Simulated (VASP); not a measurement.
The system is HfWS4.

```xyz
6
Lattice="5.4310 0.0000 0.0000 0.0000 5.4310 0.0000 0.0000 0.0000 5.4310" Properties=species:S:1:pos:R:3 pbc="T T T"
Hf    0.0000    0.0000    0.0000
W     2.7155    2.7155    2.7155
S     3.9682    3.9682    3.9682
S     1.4628    1.4628    3.9682
S     1.4628    3.9682    1.4628
S     3.9682    1.4628    1.4628
```

The cell was built from a structure type or drawn by symmetry, and may not be a known phase.

- Program: VASP 6.6.1
- Task: relaxation of cell and atoms
- Functional: PBE
- Potentials or basis: VASP PAW PBE potentials, release 64 (Hf_pv, W_sv, S)
- Cutoff: 600 eV
- k mesh: 4 × 4 × 4
- Occupations: gaussian, width 0.1 eV
- Spin: no spin polarisation

At the start: pressure -0.8 GPa; volume 26.70 Å³/atom.

Q: How do energy, volume and symmetry change on relaxing?

A: Over 8 steps the energy falls by 99.4 meV/atom and the volume is 25.35 Å³/atom (-5.0 %); space group P-43m (No. 215, to 0.1 Å) before and after.

Step by step:
```
step  energy change (eV)  largest force (eV/Å)  pressure (GPa)  volume (Å³)
   1              0.0000                2.6570           -0.82       160.19
   2             -0.5115                0.7741           -2.92       157.03
   3             -0.5450                0.0986           -2.93       157.66
   4             -0.5417                0.2167            3.18       146.96
   5             -0.5952                0.1415           -0.14       152.26
   6             -0.5952                0.1432           -0.08       152.15
   7             -0.5964                0.0461            0.09       152.09
   8             -0.5965                0.0007            0.04       152.11
```

Final structure:
```
CELL_PARAMETERS angstrom
5.33806 0.00000 0.00000
0.00000 5.33806 0.00000
0.00000 0.00000 5.33806
ATOMIC_POSITIONS crystal
Hf 0.00000 0.00000 0.00000
W 0.50000 0.50000 0.50000
S 0.74169 0.74169 0.74169
S 0.25831 0.25831 0.74169
S 0.25831 0.74169 0.25831
S 0.74169 0.25831 0.25831
```

Caveat: the highest band is partly filled, so the run has too few bands.
